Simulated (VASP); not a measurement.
# Nb3Tl (Pm-3n) in VASP: settings compared

Nb3Tl is run at these levels: PBE, r2SCAN; tasks: single point.

Everything below comes from runs of VASP 6.6.1. Logs are shortened: lines on timing, memory, paths and dates and some standing lists are left out, and cuts for length are marked.

### 1 The cell of the first run

Symmetry: Pm-3n, No. 223, cubic system. Conventional cell: a = 5.278 Å, b = 5.278 Å, c = 5.278 Å, α = 90.00°, β = 90.00°, γ = 90.00°. Nb (site symmetry -4m2) has 10 Nb at 2.64 to 3.23 Å and 4 Tl at 2.95 Å within 3.5 Å. Tl (site symmetry m-3) has 12 Nb at 2.95 Å within 3.9 Å.

### 2 Single point, PBE

The input, INCAR:

```
SYSTEM = Nb3Tl
PREC = Accurate
ENCUT = 520
EDIFF = 1E-7
ISMEAR = -1
SIGMA = 0.1
LREAL = .FALSE.
LASPH = .TRUE.
NELM = 60
ALGO = Normal
ISIF = 2
LWAVE = .FALSE.
LCHARG = .FALSE.
GGA = PE
NBANDS = 62
```

The input, KPOINTS:

```
regular mesh
0
G
  4 4 4
  0 0 0
```

The input, POSCAR:

```
Nb3Tl
1.0
    5.2779892700      0.0000000000      0.0000000000
    0.0000000000      5.2779892700      0.0000000000
    0.0000000000      0.0000000000      5.2779892700
Nb Tl
6 2
Direct
    0.2500000000      0.0000000000      0.5000000000
    0.5000000000      0.7500000000      0.0000000000
    0.7500000000      0.0000000000      0.5000000000
    0.5000000000      0.2500000000      0.0000000000
    0.0000000000      0.5000000000      0.7500000000
    0.0000000000      0.5000000000      0.2500000000
    0.0000000000      0.0000000000      0.0000000000
    0.5000000000      0.5000000000      0.5000000000
```

Potentials or basis: VASP PAW PBE potentials, release 64 (Nb_sv, Tl_d).

Run with:

```bash
$ cat potpaw_PBE.64/Nb_sv/POTCAR potpaw_PBE.64/Tl_d/POTCAR > POTCAR
$ mpirun -np 1 vasp_std > vasp.out
```

OUTCAR:

```text
SYSTEM = Nb3Tl
   PREC = Accurate
   ENCUT = 520
   EDIFF = 1E-7
   ISMEAR = -1
   LREAL = .FALSE.
   LASPH = .TRUE.
   NELM = 60
   ISIF = 2
   GGA = PE

 ion  position               nearest neighbor table
   1  0.250  0.000  0.500-   3 2.64   3 2.64   8 2.95   7 2.95   8 2.95   7 2.95
   2  0.500  0.750  0.000-   4 2.64   4 2.64   8 2.95   8 2.95   7 2.95   7 2.95
   3  0.750  0.000  0.500-   1 2.64   1 2.64   8 2.95   7 2.95   8 2.95   7 2.95
   4  0.500  0.250  0.000-   2 2.64   2 2.64   8 2.95   8 2.95   7 2.95   7 2.95
   5  0.000  0.500  0.750-   6 2.64   6 2.64   8 2.95   7 2.95   7 2.95   8 2.95
   6  0.000  0.500  0.250-   5 2.64   5 2.64   8 2.95   7 2.95   7 2.95   8 2.95
   7  0.000  0.000  0.000-   1 2.95   2 2.95   3 2.95   4 2.95   5 2.95   6 2.95   1 2.95   3 2.95
                             5 2.95   6 2.95   2 2.95   4 2.95
   8  0.500  0.500  0.500-   1 2.95   2 2.95   3 2.95   4 2.95   5 2.95   6 2.95   2 2.95   4 2.95
                             1 2.95   3 2.95   5 2.95   6 2.95

  LATTYP: Found a simple cubic cell.
 ALAT       =     5.2779892700

  Lattice vectors:

 A1 = (   5.2779892700,   0.0000000000,   0.0000000000)
 A2 = (   0.0000000000,   5.2779892700,   0.0000000000)
 A3 = (   0.0000000000,   0.0000000000,   5.2779892700)

Analysis of symmetry for initial positions (statically):
=====================================================================
 Subroutine PRICEL returns:
 Original cell was already a primitive cell.

 Routine SETGRP: Setting up the symmetry group for a
 simple cubic supercell.

 Subroutine GETGRP returns: Found 48 space group operations
 (whereof 24 operations were pure point group operations)
 out of a pool of 48 trial point group operations.

The static configuration has the point symmetry T_h .
 The point group associated with its full space group is O_h .

Analysis of symmetry for dynamics (positions and initial velocities):
=====================================================================
 Subroutine PRICEL returns:
 Original cell was already a primitive cell.

 Routine SETGRP: Setting up the symmetry group for a
 simple cubic supercell.

 Subroutine GETGRP returns: Found 48 space group operations
 (whereof 24 operations were pure point group operations)
 out of a pool of 48 trial point group operations.

The dynamic configuration has the point symmetry T_h .
 The point group associated with its full space group is O_h .

 Subroutine INISYM returns: Found 48 space group operations
 (whereof 24 operations are pure point group operations),
 and found     1 'primitive' translations

----------------------------------------------------------------------------------------

                                     Primitive cell

  volume of cell :     147.0298

  direct lattice vectors                    reciprocal lattice vectors
     5.277989270  0.000000000  0.000000000     0.189466092  0.000000000  0.000000000
     0.000000000  5.277989270  0.000000000     0.000000000  0.189466092  0.000000000
     0.000000000  0.000000000  5.277989270     0.000000000  0.000000000  0.189466092

  length of vectors
     5.277989270  5.277989270  5.277989270     0.189466092  0.189466092  0.189466092

  position of ions in fractional coordinates (direct lattice)
     0.250000000  0.000000000  0.500000000
     0.500000000  0.750000000  0.000000000
     0.750000000  0.000000000  0.500000000
     0.500000000  0.250000000  0.000000000
     0.000000000  0.500000000  0.750000000
     0.000000000  0.500000000  0.250000000
     0.000000000  0.000000000  0.000000000
     0.500000000  0.500000000  0.500000000

  ion indices of the primitive-cell ions
   primitive index   ion index
                 1           1
                 2           2
                 3           3
                 4           4
                 5           5
                 6           6
                 7           7
                 8           8

----------------------------------------------------------------------------------------

 KPOINTS: regular mesh

Automatic generation of k-mesh.
 Grid dimensions read from file:
 generate k-points for:    4    4    4

 Generating k-lattice:

  Cartesian coordinates                     Fractional coordinates (reciprocal lattice)
     0.047366523  0.000000000  0.000000000     0.250000000  0.000000000  0.000000000
     0.000000000  0.047366523  0.000000000     0.000000000  0.250000000  0.000000000
     0.000000000  0.000000000  0.047366523     0.000000000  0.000000000  0.250000000

  Length of vectors
     0.047366523  0.047366523  0.047366523

  Shift w.r.t. Gamma in fractional coordinates (k-lattice)
     0.000000000  0.000000000  0.000000000

 Subroutine IBZKPT returns following result:
 ===========================================

 Found     10 irreducible k-points:

 Following reciprocal coordinates:
            Coordinates               Weight
  0.000000  0.000000  0.000000      1.000000
  0.250000  0.000000  0.000000      6.000000
  0.500000  0.000000  0.000000      3.000000
  0.250000  0.250000  0.000000     12.000000
  0.500000  0.250000  0.000000     12.000000
  0.500000  0.500000  0.000000      3.000000
  0.250000  0.250000  0.250000      8.000000
  0.500000  0.250000  0.250000     12.000000
  0.500000  0.500000  0.250000      6.000000
  0.500000  0.500000  0.500000      1.000000
   k-points           NKPTS =     10   k-points in BZ     NKDIM =     10   number of bands    NBANDS=     62
   number of dos      NEDOS =    301   number of ions     NIONS =      8
   total plane-waves  NPLWV =  64000
   dimension x,y,z NGX =    40 NGY =   40 NGZ =   40
   dimension x,y,z NGXF=    80 NGYF=   80 NGZF=   80
   ions per type =               6   2
   NGX,Y,Z   is equivalent  to a cutoff of  12.60, 12.60, 12.60 a.u.
   NGXF,Y,Z  is equivalent  to a cutoff of  25.20, 25.20, 25.20 a.u.
 SYSTEM =  Nb3Tl
   PREC   = accura    normal or accurate (medium, high low for compatibility)
   ISTART =      0    job   : 0-new  1-cont  2-samecut
   ICHARG =      2    charge: 1-file 2-atom 10-const
   ISPIN  =      1    spin polarized calculation?
   LNONCOLLINEAR =      F non collinear calculations
   LSORBIT =      F    spin-orbit coupling
   LASPH  =      T    aspherical Exc in radial PAW
   ENCUT  =  520.0 eV  38.22 Ry    6.18 a.u.   9.81  9.81  9.81*2*pi/ulx,y,z
   NELM   =     60;   NELMIN=  2; NELMDL= -5     # of ELM steps
   EDIFF  = 0.1E-06   stopping-criterion for ELM
   LREAL  =      F    real-space projection
   EDIFFG = 0.1E-05   stopping-criterion for IOM
   NSW    =      0    number of steps for IOM
   IBRION =     -1    ionic relax: 0-MD 1-quasi-New 2-CG
   NFREE  =      0    steps in history (QN), initial steepest desc. (CG)
   ISIF   =      2    stress and relaxation
   ISYM   =      2    0-nonsym 1-usesym 2-fastsym
   POTIM  = 0.5000    time-step for ionic-motion
   TEBEG  =    0.0;   TEEND  =   0.0 temperature during run
   PSTRESS=    0.0 pullay stress
   NELECT =     104.0000    total number of electrons
   NUPDOWN=      -1.0000    fix difference up-down
   EMIN   =  10.00;   EMAX   =-10.00  energy-range for DOS
   EFERMI =   0.00;   METHOD = LEGACY
   ISMEAR =    -1;   SIGMA  =   0.10  broadening in eV -4-tet -1-fermi 0-gaus
   EFERMI_NEDOS =   21; number of points for ismear=-14 and -15
   IALGO  =     38    algorithm
   IMIX   =      4    mixing-type and parameters
     AMIX     =   0.40;   BMIX     =  1.00
     AMIX_MAG =   1.60;   BMIX_MAG =  1.00
  volume/ion in A,a.u.               =      18.38       124.03
  Fermi-wavevector in a.u.,A,eV,Ry     =   1.458649  2.756447 28.948526  2.127657
  Thomas-Fermi vector in A             =   2.575309
   LORBIT       =      0    0 simple, 1 ext, 2 COOP (PROOUT), +10 PAW based schemes
   GGA     = PE    functional components
   LHFCALC =     F    Hartree Fock is set to
   AEXX    =    0.0000 exact exchange contribution
   IVDW    =     0    specifies the selected vdW correction
   LEPSILON=     F    determine dielectric tensor
   LRPA    =     F    only Hartree local field effects (RPA)
 non-spin polarized calculation
  energy-cutoff  :      520.00
  volume of cell :      147.03
 maximum number of plane-waves:      3980
 NGX is ok and might be reduce to    40
   NGX = 19   NGY = 19   NGZ = 19

 number of electron     104.0000020 magnetization

 Free energy of the ion-electron system (eV)
  ---------------------------------------------------
  ext. energy  EPLUGINS =         0.00000000
  ---------------------------------------------------
  free energy    TOTEN  =       -64.18623183 eV

  energy without entropy =      -63.83974577  energy(sigma->0) =      -64.01298880

 E-fermi :  11.3020     XC(G=0): -12.4526

 val. band max:       11.2809604633   @ k =   0.5000   0.5000   0.2500
 cond. band min:      11.3382364156   @ k =   0.2500   0.0000   0.0000
 fundamental gap:      0.0572759523
 Fermi energy:        11.3019506083

 k-point     1 :       0.0000    0.0000    0.0000
  band No.  band energies     occupation
      1     -43.4211      2.00000
      2     -43.3476      2.00000
      3     -43.3476      2.00000
      4     -43.1227      2.00000
      5     -43.1227      2.00000
      6     -43.1227      2.00000
[... 54 lines left out ...]
     61      15.1307      0.00000
     62      15.1336      0.00000

 k-point     2 :       0.2500    0.0000    0.0000
  band No.  band energies     occupation
      1     -43.4045      2.00000
      2     -43.3556      2.00000
      3     -43.3213      2.00000
      4     -43.1593      2.00000
      5     -43.1227      2.00000
      6     -43.1227      2.00000
[... 54 lines left out ...]
     61      14.6981      0.00000
     62      14.7791      0.00000

 k-point     3 :       0.5000    0.0000    0.0000
  band No.  band energies     occupation
      1     -43.3768      2.00000
      2     -43.3768      2.00000
      3     -43.2445      2.00000
      4     -43.2445      2.00000
      5     -43.1228      2.00000
      6     -43.1228      2.00000
[... 444 lines left out ...]
     61      13.7084      0.00000
     62      13.7970      0.00000

 k-point    10 :       0.5000    0.5000    0.5000
  band No.  band energies     occupation
      1     -43.2492      2.00000
      2     -43.2492      2.00000
      3     -43.2492      2.00000
      4     -43.2492      2.00000
      5     -43.2492      2.00000
      6     -43.2492      2.00000
[... 54 lines left out ...]
     61      13.7685      0.00000
     62      13.7685      0.00000

------------------------ aborting loop because EDIFF is reached ----------------------------------------

  FORCE on cell =-STRESS in cart. coord.  units (eV):
  Direction    XX          YY          ZZ          XY          YZ          ZX
  --------------------------------------------------------------------------------------
  -------------------------------------------------------------------------------------
  Total        5.6207025      5.6207025      5.6207025      0.0000000     -0.0000000     -0.0000000
  in kB       61.2485308     61.2485308     61.2485308      0.0000000     -0.0000000     -0.0000000
  external PRESSURE =      61.2485308 kB  Pullay stress =       0.0000000 kB

 VOLUME and BASIS-vectors are now :
 -----------------------------------------------------------------------------
  energy-cutoff  :      520.00
  volume of cell :      147.03
      direct lattice vectors                 reciprocal lattice vectors
     5.277989270  0.000000000  0.000000000     0.189466092  0.000000000  0.000000000
     0.000000000  5.277989270  0.000000000     0.000000000  0.189466092  0.000000000
     0.000000000  0.000000000  5.277989270     0.000000000  0.000000000  0.189466092

 POSITION                                       TOTAL-FORCE (eV/Angst)
 -----------------------------------------------------------------------------------
      1.31950      0.00000      2.63899        -0.000000      0.000000      0.000000
      2.63899      3.95849      0.00000        -0.000000      0.000000      0.000000
      3.95849      0.00000      2.63899         0.000000      0.000000     -0.000000
      2.63899      1.31950      0.00000         0.000000     -0.000000     -0.000000
      0.00000      2.63899      3.95849        -0.000000      0.000000      0.000000
      0.00000      2.63899      1.31950        -0.000000     -0.000000     -0.000000
      0.00000      0.00000      0.00000        -0.000000     -0.000000      0.000000
      2.63899      2.63899      2.63899        -0.000000     -0.000000      0.000000
 -----------------------------------------------------------------------------------
    total drift:                                0.000000     -0.000000      0.000000

  FREE ENERGIE OF THE ION-ELECTRON SYSTEM (eV)
  ---------------------------------------------------
  free  energy   TOTEN  =       -64.1862318289 eV

  energy  without entropy=      -63.8397457698  energy(sigma->0) =      -64.01298880
```

It took 1.9 min on 1 thread of Intel Xeon Platinum 8259CL at 2.50GHz (Skylake/Cascade Lake), shared host; peak memory 0.27 GiB.

What came out:

```
Free energy            : -64.1862 eV
Pressure               : 6.1 GPa
Band gap on the k mesh : zero (bands 52 and 53 overlap by 0.61 eV)
```

Caveat: the cell stands under pressure; spin-orbit coupling is left out, which moves the levels of the heavy elements.

### 3 Single point, r2SCAN

POSCAR is that of step 2.

The input, INCAR.step1:

```
SYSTEM = Nb3Tl
  ALGO = Normal
  EDIFF = 1E-4
  ENCUT = 520
  GGA = PE
  ISMEAR = -1
  LASPH = .True.
  LCHARG = .False.
  LREAL = .False.
  LWAVE = .True.
  NBANDS = 62
  NELM = 100
  PREC = Accurate
  SIGMA = 0.1
```

The input, INCAR.step2:

```
SYSTEM = Nb3Tl
  ALGO = Normal
  EDIFF = 1E-7
  ENCUT = 520
  ISIF = 2
  ISMEAR = -1
  ISTART = 1
  LASPH = .True.
  LCHARG = .False.
  LMIXTAU = .True.
  LREAL = .False.
  LWAVE = .False.
  METAGGA = R2SCAN
  NBANDS = 62
  NELM = 100
  PREC = Accurate
  SIGMA = 0.1
```

The input, KPOINTS:

```
k-points
0
Gamma
  4 4 4
  0 0 0
```

Potentials or basis: VASP PAW PBE potentials, release 64 (Nb_sv, Tl_d).

Run with:

```bash
$ cat potpaw_PBE.64/Nb_sv/POTCAR potpaw_PBE.64/Tl_d/POTCAR > POTCAR
$ cp INCAR.step1 INCAR
$ mpirun -np 1 vasp_std > vasp.out
$ cp INCAR.step2 INCAR
$ mpirun -np 1 vasp_std > vasp.out
```

It took 5.9 min on 1 thread of Intel Xeon Platinum 8259CL at 2.50GHz (Skylake/Cascade Lake), shared host; peak memory 0.29 GiB.

Results (log left out):

- Free energy: -254.3919 eV
- Pressure: 4.5 GPa
- Band gap on the k mesh: zero (bands 52 and 53 overlap by 0.63 eV)

Levels at points of the mesh, in eV from the Fermi level:
```csv
k point,band 48,band 49,band 50,band 51,band 52,band 53,band 54,band 55,band 56,band 57
"(0.00, 0.00, 0.00)",-1.84,-1.60,-0.34,-0.34,-0.34,-0.06,-0.06,2.52,2.52,2.52
"(0.50, 0.00, 0.00)",-0.93,-0.81,-0.81,-0.78,-0.78,-0.24,-0.24,1.71,1.71,2.43
"(0.50, 0.50, 0.00)",-1.08,0.07,0.07,0.39,0.39,0.56,0.93,0.98,0.98,1.00
"(0.50, 0.50, 0.50)",-1.35,0.24,0.24,0.24,0.24,0.24,0.24,0.54,0.54,0.54
```

Caveat: the cell stands under pressure; the PAW data sets were made with another functional, which shifts forces and pressure a little; spin-orbit coupling is left out, which moves the levels of the heavy elements.

### 4 Single point, r2SCAN

POSCAR is that of step 3.

The input, INCAR.step1:

```
PREC     = Accurate       # precision mode
ENCUT    = 520            # plane-wave cutoff, eV
ISMEAR   = -1             # smearing method
SIGMA    = 0.1            # smearing width, eV
LREAL    = F              # projectors in reciprocal space
LASPH    = T              # aspherical terms in the spheres
NELM     = 100            # most SCF steps
NBANDS   = 62             # bands
GGA      = PE             # functional
ALGO     = Normal         # electronic algorithm
EDIFF    = 1E-4           # SCF threshold, eV
LWAVE    = T              # write WAVECAR
LCHARG   = F              # write CHGCAR
```

The input, INCAR.step2:

```
PREC     = Accurate       # precision mode
ENCUT    = 520            # plane-wave cutoff, eV
EDIFF    = 1E-6           # SCF threshold, eV
ISMEAR   = -1             # smearing method
SIGMA    = 0.1            # smearing width, eV
LREAL    = F              # projectors in reciprocal space
LASPH    = T              # aspherical terms in the spheres
NELM     = 100            # most SCF steps
ALGO     = Normal         # electronic algorithm
ISIF     = 2              # what is computed and relaxed
LWAVE    = F              # write WAVECAR
LCHARG   = T              # write CHGCAR
METAGGA  = R2SCAN         # meta-GGA
LMIXTAU  = T            
LELF     = T              # ELF
LVHAR    = T            
NBANDS   = 62             # bands
ISTART   = 1
```

The input, KPOINTS:

```
Automatic mesh
0
Gamma
  6 6 6
```

Run with:

```bash
$ cat potpaw_PBE.64/Nb_sv/POTCAR potpaw_PBE.64/Tl_d/POTCAR > POTCAR
$ cp INCAR.step1 INCAR
$ mpirun -np 1 vasp_std > vasp.out
$ cp INCAR.step2 INCAR
$ mpirun -np 1 vasp_std > vasp.out
```

Run time: 12 min. Hardware: 1 thread of Intel Xeon Platinum 8259CL at 2.50GHz (Skylake/Cascade Lake), shared host; peak memory 0.34 GiB.

Results (log left out):

- Free energy: -254.4103 eV
- Pressure: 4.7 GPa
- Band gap on the k mesh: zero (bands 52 and 53 overlap by 0.64 eV)

Levels at points of the mesh, in eV from the Fermi level:
```tsv
k point	band 48	band 49	band 50	band 51	band 52	band 53	band 54	band 55	band 56	band 57
(0.00, 0.00, 0.00)	-1.86	-1.63	-0.37	-0.37	-0.37	-0.07	-0.07	2.51	2.51	2.51
(0.50, 0.00, 0.00)	-0.94	-0.84	-0.84	-0.79	-0.79	-0.24	-0.24	1.72	1.72	2.43
(0.50, 0.50, 0.00)	-1.09	0.06	0.06	0.40	0.40	0.55	0.91	0.98	0.98	0.99
(0.50, 0.50, 0.50)	-1.35	0.24	0.24	0.24	0.24	0.24	0.24	0.54	0.54	0.54
```

Caveat: the cell stands under pressure; the PAW data sets were made with another functional, which shifts forces and pressure a little; spin-orbit coupling is left out, which moves the levels of the heavy elements.

### 5 Summary

```tsv
level	k mesh	gap on the mesh (eV)	pressure (GPa)
PBE	4 × 4 × 4	none	6.1
r2SCAN	4 × 4 × 4	none	4.5
r2SCAN	6 × 6 × 6	none	4.7
```

Alike in all rows: task single point; potentials or basis VASP PAW PBE potentials, release 64 (Nb_sv, Tl_d); no spin polarisation; cell as given; cutoff (eV) 520; smearing fermi-dirac 0.1 eV.

The pressure there spans 4.5 GPa (r2SCAN) to 6.1 GPa (PBE); a positive pressure means that this level wants a larger cell, a negative one a smaller.

Caveats: the cell stands under pressure; spin-orbit coupling is left out, which moves the levels of the heavy elements; the PAW data sets were made with another functional, which shifts forces and pressure a little (at least some runs).

Total energies depend on the potentials used, so only differences within one code and one set of settings carry meaning.
